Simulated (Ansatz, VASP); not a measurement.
**Pd: VASP beside Ansatz**

Contents of POSCAR:

```
Pd
1.0
    2.8021004509      0.0000000000      0.0000000000
   -1.4010502255      2.4266901745      0.0000000000
    0.0000000000      0.0000000000      4.6595488139
Pd
2
Direct
    0.3333333333      0.6666666667      0.2500000000
    0.6666666667      0.3333333333      0.7500000000
```

Contents of INCAR.step1:

```
PREC     = Accurate       # precision mode
ENCUT    = 520            # plane-wave cutoff, eV
ISMEAR   = -1             # smearing method
SIGMA    = 0.05           # smearing width, eV
LREAL    = F              # projectors in reciprocal space
LASPH    = T              # aspherical terms in the spheres
NELM     = 100            # most SCF steps
NBANDS   = 17             # bands
GGA      = PE             # functional
ALGO     = Normal         # electronic algorithm
EDIFF    = 1E-4           # SCF threshold, eV
LWAVE    = T              # write WAVECAR
LCHARG   = F              # write CHGCAR
```

File INCAR.step2:

```
PREC     = Accurate       # precision mode
ENCUT    = 520            # plane-wave cutoff, eV
EDIFF    = 1E-6           # SCF threshold, eV
ISMEAR   = -1             # smearing method
SIGMA    = 0.05           # smearing width, eV
LREAL    = F              # projectors in reciprocal space
LASPH    = T              # aspherical terms in the spheres
NELM     = 100            # most SCF steps
ALGO     = Normal         # electronic algorithm
ISIF     = 2              # what is computed and relaxed
LWAVE    = F              # write WAVECAR
LCHARG   = F              # write CHGCAR
METAGGA  = R2SCAN         # meta-GGA
LMIXTAU  = T            
NBANDS   = 17             # bands
ISTART   = 1
```

KPOINTS

```
Automatic mesh
0
Gamma
  11 11 6
```

File input.yaml:

```yaml
crystal:
  lattice:
    - [2.8021004509, 0.0, 0.0]
    - [-1.4010502255, 2.4266901745, 0.0]
    - [0.0, 0.0, 4.6595488139]
  atoms:
    - { symbol: Pd, position: [0.3333333333, 0.6666666667, 0.25] }
    - { symbol: Pd, position: [0.6666666667, 0.3333333333, 0.75] }
hamiltonian:
  xc: r2scan
  pseudopotentials: { kind: paw }
kpoints:
  mp_grid: { grid: [11, 11, 6] }
scf:
  occupations: { method: fermi_dirac, width: 0.05 }
output:
  forces: true
  stress: true
  eigenvalues: true
```

Alike in both runs: task single point; functional r2SCAN; k mesh 11 × 11 × 6; occupations fermi-dirac, width 0.05 eV; no spin polarisation.

```csv
,VASP,Ansatz
version,VASP 6.6.1,Ansatz 0.2.0
potentials or method,"VASP PAW PBE potentials, release 64 (Pd)",Ansatz PAW
plane-wave cutoff (eV),520,500
valence electrons in the cell,20,36
```

Ansatz gave:

| Property | Result |
| --- | --- |
| gap on the k mesh at the Fermi level (eV) | none |
| pressure (GPa) | -8.4 |
| traceless stress, the component that is largest in VASP (GPa) | 0.65 |

What did VASP give for the same quantities?

gap on the k mesh at the Fermi level (eV): none; pressure (GPa): -8.0; traceless stress, the component that is largest in VASP (GPa): 0.59.

VASP's potentials were made for PBE, not for r2SCAN. A gap of «none» marks a metal or a gap that the smearing closes. The functional is the same, so the differences come from potentials, cutoffs and numerics. VASP's potentials hold 20 valence electrons a cell and Ansatz's 36, so a difference there can come from the potentials and not from the codes.
